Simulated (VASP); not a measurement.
# Sn2Te3Pt (P4/mmm) in VASP: further runs

Sn2Te3Pt is run at these levels: PBE; tasks: single point, relaxation of cell and atoms.

Everything below comes from runs of VASP 6.6.1. Logs are shortened: lines on timing, memory, paths and dates and some standing lists are left out, and cuts for length are marked.

## (1) The cell of the first run

The structure is tetragonal, space group P4/mmm (No. 123). Conventional cell: a = 3.814 Å, b = 3.814 Å, c = 11.548 Å, α = 90.00°, β = 90.00°, γ = 90.00°. Sn (site symmetry 4mm) has 8 Te at 3.29 to 3.37 Å and 1 Pt at 3.75 Å and 5 Sn at 3.81 to 4.05 Å within 4.3 Å. Within 4.3 Å of Te (site symmetry 4mm) lie 4 Pt at 3.28 Å and 4 Sn at 3.29 Å and 6 Te at 3.72 to 3.92 Å. Te (site symmetry 4/mmm) has 8 Sn at 3.37 Å and 6 Te at 3.81 to 3.92 Å within 4.4 Å. Within 4.3 Å of Pt (site symmetry 4/mmm) lie 8 Te at 3.28 Å and 2 Sn at 3.75 Å and 4 Pt at 3.81 Å.

## (2) Single point, PBE

Contents of INCAR:

```
SYSTEM = Sn2Te3Pt
PREC = Accurate
ENCUT = 520
EDIFF = 1E-6
ISMEAR = 0
SIGMA = 0.1
LREAL = .False.
LASPH = .True.
NELM = 80
ALGO = Normal
ISIF = 2
LWAVE = .False.
LCHARG = .False.
GGA = PE
NBANDS = 37
```

Contents of KPOINTS:

```
regular mesh
0
Gamma
  4 4 2
  0 0 0
```

Contents of POSCAR:

```
Sn2Te3Pt
1.0
    3.8141564500      0.0000000000      0.0000000000
    0.0000000000      3.8141564500      0.0000000000
    0.0000000000      0.0000000000     11.5478747300
Sn Te Pt
2 3 1
Direct
    0.5000000000      0.5000000000      0.3248246900
    0.5000000000      0.5000000000      0.6751753100
    0.0000000000      0.0000000000      0.8390681100
    0.0000000000      0.0000000000      0.1609318900
    0.0000000000      0.0000000000      0.5000000000
    0.5000000000      0.5000000000      0.0000000000
```

Potentials or basis: VASP PAW PBE potentials, release 64 (Sn_d, Te, Pt).

Launch:

```sh
> cat potpaw_PBE.64/Sn_d/POTCAR potpaw_PBE.64/Te/POTCAR potpaw_PBE.64/Pt/POTCAR > POTCAR
> mpirun -np 1 vasp_std > vasp.out
```

OUTCAR:

```text
SYSTEM = Sn2Te3Pt
   PREC = Accurate
   ENCUT = 520
   EDIFF = 1E-6
   ISMEAR = 0
   LREAL = .False.
   LASPH = .True.
   NELM = 80
   ISIF = 2
   GGA = PE

 ion  position               nearest neighbor table
   1  0.500  0.500  0.325-   4 3.29   4 3.29   4 3.29   4 3.29   5 3.37   5 3.37   5 3.37   5 3.37

   2  0.500  0.500  0.675-   3 3.29   3 3.29   3 3.29   3 3.29   5 3.37   5 3.37   5 3.37   5 3.37

   3  0.000  0.000  0.839-   6 3.28   6 3.28   6 3.28   6 3.28   2 3.29   2 3.29   2 3.29   2 3.29

   4  0.000  0.000  0.161-   6 3.28   6 3.28   6 3.28   6 3.28   1 3.29   1 3.29   1 3.29   1 3.29

   5  0.000  0.000  0.500-   1 3.37   2 3.37   1 3.37   2 3.37   1 3.37   2 3.37   1 3.37   2 3.37

   6  0.500  0.500  0.000-   3 3.28   4 3.28   3 3.28   4 3.28   3 3.28   4 3.28   3 3.28   4 3.28

  LATTYP: Found a simple tetragonal cell.
 ALAT       =     3.8141564500
 C/A-ratio  =     3.0276353058

  Lattice vectors:

 A1 = (   3.8141564500,   0.0000000000,   0.0000000000)
 A2 = (   0.0000000000,   3.8141564500,   0.0000000000)
 A3 = (   0.0000000000,   0.0000000000,  11.5478747300)

Analysis of symmetry for initial positions (statically):
=====================================================================
 Subroutine PRICEL returns:
 Original cell was already a primitive cell.

 Routine SETGRP: Setting up the symmetry group for a
 simple tetragonal supercell.

 Subroutine GETGRP returns: Found 16 space group operations
 (whereof 16 operations were pure point group operations)
 out of a pool of 16 trial point group operations.

The static configuration has the point symmetry D_4h.

Analysis of symmetry for dynamics (positions and initial velocities):
=====================================================================
 Subroutine PRICEL returns:
 Original cell was already a primitive cell.

 Routine SETGRP: Setting up the symmetry group for a
 simple tetragonal supercell.

 Subroutine GETGRP returns: Found 16 space group operations
 (whereof 16 operations were pure point group operations)
 out of a pool of 16 trial point group operations.

The dynamic configuration has the point symmetry D_4h.

 Subroutine INISYM returns: Found 16 space group operations
 (whereof 16 operations are pure point group operations),
 and found     1 'primitive' translations

----------------------------------------------------------------------------------------

                                     Primitive cell

  volume of cell :     167.9960

  direct lattice vectors                    reciprocal lattice vectors
     3.814156450  0.000000000  0.000000000     0.262181170  0.000000000  0.000000000
     0.000000000  3.814156450  0.000000000     0.000000000  0.262181170  0.000000000
     0.000000000  0.000000000 11.547874730     0.000000000  0.000000000  0.086596021

  length of vectors
     3.814156450  3.814156450 11.547874730     0.262181170  0.262181170  0.086596021

  position of ions in fractional coordinates (direct lattice)
     0.500000000  0.500000000  0.324824690
     0.500000000  0.500000000  0.675175310
     0.000000000  0.000000000  0.839068110
     0.000000000  0.000000000  0.160931890
     0.000000000  0.000000000  0.500000000
     0.500000000  0.500000000  0.000000000

  ion indices of the primitive-cell ions
   primitive index   ion index
                 1           1
                 2           2
                 3           3
                 4           4
                 5           5
                 6           6

----------------------------------------------------------------------------------------

 KPOINTS: regular mesh

Automatic generation of k-mesh.
 Grid dimensions read from file:
 generate k-points for:    4    4    2

 Generating k-lattice:

  Cartesian coordinates                     Fractional coordinates (reciprocal lattice)
     0.065545292  0.000000000  0.000000000     0.250000000  0.000000000  0.000000000
     0.000000000  0.065545292  0.000000000     0.000000000  0.250000000  0.000000000
     0.000000000  0.000000000  0.043298010     0.000000000  0.000000000  0.500000000

  Length of vectors
     0.065545292  0.065545292  0.043298010

  Shift w.r.t. Gamma in fractional coordinates (k-lattice)
     0.000000000  0.000000000  0.000000000

 Subroutine IBZKPT returns following result:
 ===========================================

 Found     12 irreducible k-points:

 Following reciprocal coordinates:
            Coordinates               Weight
  0.000000  0.000000  0.000000      1.000000
  0.250000  0.000000  0.000000      4.000000
  0.500000  0.000000  0.000000      2.000000
  0.250000  0.250000  0.000000      4.000000
  0.500000  0.250000  0.000000      4.000000
  0.500000  0.500000  0.000000      1.000000
  0.000000  0.000000  0.500000      1.000000
  0.250000  0.000000  0.500000      4.000000
  0.500000  0.000000  0.500000      2.000000
  0.250000  0.250000  0.500000      4.000000
  0.500000  0.250000  0.500000      4.000000
  0.500000  0.500000  0.500000      1.000000
   k-points           NKPTS =     12   k-points in BZ     NKDIM =     12   number of bands    NBANDS=     37
   number of dos      NEDOS =    301   number of ions     NIONS =      6
   total plane-waves  NPLWV =  70560
   dimension x,y,z NGX =    28 NGY =   28 NGZ =   90
   dimension x,y,z NGXF=    56 NGYF=   56 NGZF=  180
   ions per type =               2   3   1
   NGX,Y,Z   is equivalent  to a cutoff of  12.20, 12.20, 12.96 a.u.
   NGXF,Y,Z  is equivalent  to a cutoff of  24.41, 24.41, 25.91 a.u.
 SYSTEM =  Sn2Te3Pt
   PREC   = accura    normal or accurate (medium, high low for compatibility)
   ISTART =      0    job   : 0-new  1-cont  2-samecut
   ICHARG =      2    charge: 1-file 2-atom 10-const
   ISPIN  =      1    spin polarized calculation?
   LNONCOLLINEAR =      F non collinear calculations
   LSORBIT =      F    spin-orbit coupling
   LASPH  =      T    aspherical Exc in radial PAW
   ENCUT  =  520.0 eV  38.22 Ry    6.18 a.u.   7.09  7.09 21.47*2*pi/ulx,y,z
   NELM   =     80;   NELMIN=  2; NELMDL= -5     # of ELM steps
   EDIFF  = 0.1E-05   stopping-criterion for ELM
   LREAL  =      F    real-space projection
   EDIFFG = 0.1E-04   stopping-criterion for IOM
   NSW    =      0    number of steps for IOM
   IBRION =     -1    ionic relax: 0-MD 1-quasi-New 2-CG
   NFREE  =      0    steps in history (QN), initial steepest desc. (CG)
   ISIF   =      2    stress and relaxation
   ISYM   =      2    0-nonsym 1-usesym 2-fastsym
   POTIM  = 0.5000    time-step for ionic-motion
   TEBEG  =    0.0;   TEEND  =   0.0 temperature during run
   PSTRESS=    0.0 pullay stress
   NELECT =      56.0000    total number of electrons
   NUPDOWN=      -1.0000    fix difference up-down
   EMIN   =  10.00;   EMAX   =-10.00  energy-range for DOS
   EFERMI =   0.00;   METHOD = LEGACY
   ISMEAR =     0;   SIGMA  =   0.10  broadening in eV -4-tet -1-fermi 0-gaus
   EFERMI_NEDOS =   21; number of points for ismear=-14 and -15
   IALGO  =     38    algorithm
   IMIX   =      4    mixing-type and parameters
     AMIX     =   0.40;   BMIX     =  1.00
     AMIX_MAG =   1.60;   BMIX_MAG =  1.00
  volume/ion in A,a.u.               =      28.00       188.95
  Fermi-wavevector in a.u.,A,eV,Ry     =   1.135110  2.145046 17.530752  1.288474
  Thomas-Fermi vector in A             =   2.271814
   LORBIT       =      0    0 simple, 1 ext, 2 COOP (PROOUT), +10 PAW based schemes
   GGA     = PE    functional components
   LHFCALC =     F    Hartree Fock is set to
   AEXX    =    0.0000 exact exchange contribution
   IVDW    =     0    specifies the selected vdW correction
   LEPSILON=     F    determine dielectric tensor
   LRPA    =     F    only Hartree local field effects (RPA)
 non-spin polarized calculation
 Gauss-broadening in eV      SIGMA  =   0.10
  energy-cutoff  :      520.00
  volume of cell :      168.00
 maximum number of plane-waves:      4558
   NGX = 15   NGY = 15   NGZ = 43

 number of electron      55.9999983 magnetization

 Free energy of the ion-electron system (eV)
  ---------------------------------------------------
  ext. energy  EPLUGINS =         0.00000000
  ---------------------------------------------------
  free energy    TOTEN  =       -21.75355642 eV

  energy without entropy =      -21.73466219  energy(sigma->0) =      -21.74410930

 E-fermi :   7.1021     XC(G=0): -10.1434

 val. band max:        7.0776706149   @ k =   0.5000   0.0000   0.5000
 cond. band min:       7.1585002481   @ k =   0.0000   0.0000   0.0000
 fundamental gap:      0.0808296333
 Fermi energy:         7.1020771245

 k-point     1 :       0.0000    0.0000    0.0000
  band No.  band energies     occupation
      1     -14.3637      2.00000
      2     -14.3632      2.00000
      3     -14.3587      2.00000
      4     -14.3473      2.00000
      5     -14.3377      2.00000
      6     -14.3377      2.00000
[... 29 lines left out ...]
     36      11.5010      0.00000
     37      11.5953      0.00000

 k-point     2 :       0.2500    0.0000    0.0000
  band No.  band energies     occupation
      1     -14.3593      2.00000
      2     -14.3537      2.00000
      3     -14.3473      2.00000
      4     -14.3423      2.00000
      5     -14.3408      2.00000
      6     -14.3366      2.00000
[... 29 lines left out ...]
     36      11.4183      0.00000
     37      11.8314      0.00000

 k-point     3 :       0.5000    0.0000    0.0000
  band No.  band energies     occupation
      1     -14.3583      2.00000
      2     -14.3569      2.00000
      3     -14.3513      2.00000
      4     -14.3506      2.00000
      5     -14.3355      2.00000
      6     -14.3324      2.00000
[... 29 lines left out ...]
     36      11.4572      0.00000
     37      12.4938      0.00000
[... 281 lines left out ...]
 k-point    11 :       0.5000    0.2500    0.5000
  band No.  band energies     occupation
      1     -14.3543      2.00000
      2     -14.3487      2.00000
      3     -14.3438      2.00000
      4     -14.3432      2.00000
      5     -14.3418      2.00000
      6     -14.3403      2.00000
[... 29 lines left out ...]
     36      10.1144      0.00000
     37      12.6155      0.00000

 k-point    12 :       0.5000    0.5000    0.5000
  band No.  band energies     occupation
      1     -14.3518      2.00000
      2     -14.3518      2.00000
      3     -14.3518      2.00000
      4     -14.3499      2.00000
      5     -14.3467      2.00000
      6     -14.3467      2.00000
[... 29 lines left out ...]
     36       9.8738      0.00000
     37      11.6035      0.00000

------------------------ aborting loop because EDIFF is reached ----------------------------------------

  FORCE on cell =-STRESS in cart. coord.  units (eV):
  Direction    XX          YY          ZZ          XY          YZ          ZX
  --------------------------------------------------------------------------------------
  -------------------------------------------------------------------------------------
  Total       -4.2294298     -4.2294298     -4.3436266      0.0000000      0.0000000     -0.0000000
  in kB      -40.3360467    -40.3360467    -41.4251415      0.0000000      0.0000000     -0.0000000
  external PRESSURE =     -40.6990783 kB  Pullay stress =       0.0000000 kB

 VOLUME and BASIS-vectors are now :
 -----------------------------------------------------------------------------
  energy-cutoff  :      520.00
  volume of cell :      168.00
      direct lattice vectors                 reciprocal lattice vectors
     3.814156450  0.000000000  0.000000000     0.262181170  0.000000000  0.000000000
     0.000000000  3.814156450  0.000000000     0.000000000  0.262181170  0.000000000
     0.000000000  0.000000000 11.547874730     0.000000000  0.000000000  0.086596021

 POSITION                                       TOTAL-FORCE (eV/Angst)
 -----------------------------------------------------------------------------------
      1.90708      1.90708      3.75103        -0.000000     -0.000000      0.061308
      1.90708      1.90708      7.79684         0.000000      0.000000     -0.061308
      0.00000      0.00000      9.68945         0.000000      0.000000      1.415367
      0.00000      0.00000      1.85842         0.000000      0.000000     -1.415367
      0.00000      0.00000      5.77394         0.000000      0.000000      0.000000
      1.90708      1.90708      0.00000         0.000000      0.000000      0.000000
 -----------------------------------------------------------------------------------
    total drift:                                0.000000      0.000000      0.000000

  FREE ENERGIE OF THE ION-ELECTRON SYSTEM (eV)
  ---------------------------------------------------
  free  energy   TOTEN  =       -21.7535564199 eV

  energy  without entropy=      -21.7346621884  energy(sigma->0) =      -21.74410930
```

Run time: 59 s. Hardware: 1 thread of Intel Xeon Platinum 8375C at 2.90GHz (Ice Lake), shared host; peak memory 0.28 GiB.

What came out:

| Quantity | Value |
| --- | --- |
| Free energy | -21.7536 eV |
| Pressure | -4.1 GPa |
| Largest force | 1.415 eV/Å |
| Band gap on the k mesh | zero (band 28 reaches 7.59 eV, above the bottom of band 29 at 6.43 eV) |

Forces on the atoms (eV/Å):
```
Sn   0.000  0.000  0.061
Sn   0.000  0.000 -0.061
Te   0.000  0.000  1.415
Te   0.000  0.000 -1.415
Te   0.000  0.000  0.000
Pt   0.000  0.000  0.000
```

Stress tensor (GPa, compression positive):
```
-4.03  0.00  0.00
 0.00 -4.03  0.00
 0.00  0.00 -4.14
```

Caveat: the k points lie up to 0.41 Å⁻¹ apart; spin-orbit coupling is left out, which moves the levels of the heavy elements; forces of over 1 eV/Å act on the atoms, so gaps and moduli don't describe the material at rest.

## (3) Relaxation of cell and atoms, PBE

This run uses another cell than the first one, of 25.95 Å³/atom, 0.927 times its volume.

Contents of INCAR:

```
ALGO     = Normal         # electronic algorithm
EDIFF    = 1E-6           # SCF threshold, eV
EDIFFG   = -0.04          # ionic threshold
ENCUT    = 600            # plane-wave cutoff, eV
GGA      = PE             # functional
IBRION   = 2              # ionic algorithm
ISIF     = 3              # what is computed and relaxed
ISMEAR   = 0              # smearing method
LASPH    = True           # aspherical terms in the spheres
LCHARG   = False          # write CHGCAR
LREAL    = False          # projectors in reciprocal space
LWAVE    = False          # write WAVECAR
NELM     = 60             # most SCF steps
NSW      = 90             # ionic steps
PREC     = Accurate       # precision mode
SIGMA    = 0.1            # smearing width, eV
```

Contents of KPOINTS:

```
k-points
0
Gamma
  6 6 2
```

Contents of POSCAR:

```
Sn2Te3Pt
1.0
    3.6868530804      0.0000000000      0.0000000000
    0.0000000000      3.6868530804      0.0000000000
    0.0000000000      0.0000000000     11.4527817066
Sn Te Pt
2 3 1
Direct
    0.5000000000      0.5000000000      0.3205418491
    0.5000000000      0.5000000000      0.6794581509
    0.0000000000      0.0000000000      0.8648441364
    0.0000000000      0.0000000000      0.1351558636
    0.0000000000      0.0000000000      0.5000000000
    0.5000000000      0.5000000000      0.0000000000
```

Potentials or basis: VASP PAW PBE potentials, release 64 (Sn_d, Te, Pt).

Launch:

```sh
> cat potpaw_PBE.64/Sn_d/POTCAR potpaw_PBE.64/Te/POTCAR potpaw_PBE.64/Pt/POTCAR > POTCAR
> mpirun -np 1 vasp_std > vasp.out
```

Run time: 14 min. Hardware: 1 thread of Intel Xeon Platinum 8259CL at 2.50GHz (Skylake/Cascade Lake), shared host; peak memory 0.38 GiB.

The run converged. Its results:

```
Free energy                            : -22.6657 eV
Relaxed volume                         : 25.81 Å³/atom
Relaxed cell                           : a = 3.681 Å, b = 3.681 Å, c = 11.428 Å, α = 90.00°, β = 90.00°, γ = 90.00°
Space group after relaxing (to 0.05 Å) : P4/mmm (No. 123)
Energy gained by relaxing              : 3.6 meV/atom
Ionic steps                            : 8
Pressure after relaxing                : 0.0 GPa
Largest force after relaxing           : 0.027 eV/Å
```

Forces in eV/Å, atoms in the order of the input:
```
Sn   0.000  0.000  0.027
Sn   0.000  0.000 -0.027
Te   0.000  0.000  0.003
Te   0.000  0.000 -0.003
Te   0.000  0.000  0.000
Pt   0.000  0.000  0.000
```

Stress tensor (GPa, compression positive):
```
 0.03  0.00  0.00
 0.00  0.03  0.00
 0.00  0.00 -0.07
```

The path:
```tsv
step	energy change (eV)	largest force (eV/Å)	pressure (GPa)	volume (Å³)
1	0.0000	0.2968	-0.63	155.68
2	-0.0115	0.1510	0.43	153.38
3	-0.0115	0.1502	0.49	153.31
4	-0.0180	0.1004	0.27	154.05
5	-0.0195	0.0613	0.11	154.65
6	-0.0209	0.0481	-0.15	155.21
7	-0.0209	0.0450	-0.23	155.34
8	-0.0217	0.0273	0.00	154.84
```

Final structure:
```xyz
6
Lattice="3.6810 0.0000 0.0000 0.0000 3.6810 0.0000 0.0000 0.0000 11.4277" Properties=species:S:1:pos:R:3 pbc="T T T"
Sn    1.8405    1.8405    3.7023
Sn    1.8405    1.8405    7.7254
Te    0.0000    0.0000    9.9193
Te    0.0000    0.0000    1.5083
Te    3.6810    0.0000    5.7138
Pt    1.8405    1.8405   11.4277
```

Levels at points of the mesh, in eV from the Fermi level:
```
           k point  band 24  band 25  band 26  band 27  band 28  band 29  band 30  band 31  band 32  band 33
(0.00, 0.00, 0.00)    -1.90    -0.98    -0.98     0.24     0.40     0.49     0.49     2.45     3.28     3.31
(0.50, 0.00, 0.00)    -2.33    -1.79     0.15     0.18     0.20     0.33     1.19     1.91     2.25     2.94
(0.50, 0.50, 0.00)    -2.32    -2.13    -2.13    -1.75    -1.22    -0.37     0.42     0.42     0.46     0.49
(0.00, 0.00, 0.50)    -1.24    -1.21    -1.21    -0.99     0.82     0.82     1.53     1.63     2.62     2.62
(0.50, 0.00, 0.50)    -1.86    -1.83    -1.35     0.08     0.32     0.67     1.17     2.47     2.63     3.02
(0.50, 0.50, 0.50)    -1.99    -1.75    -1.56    -1.56    -1.05    -1.04    -1.03    -1.03    -0.19    -0.19
```

Caveat: the bands computed are all filled at some k points, so no gap is given; spin-orbit coupling is left out, which moves the levels of the heavy elements.

(Continued in part 2 of 2.)
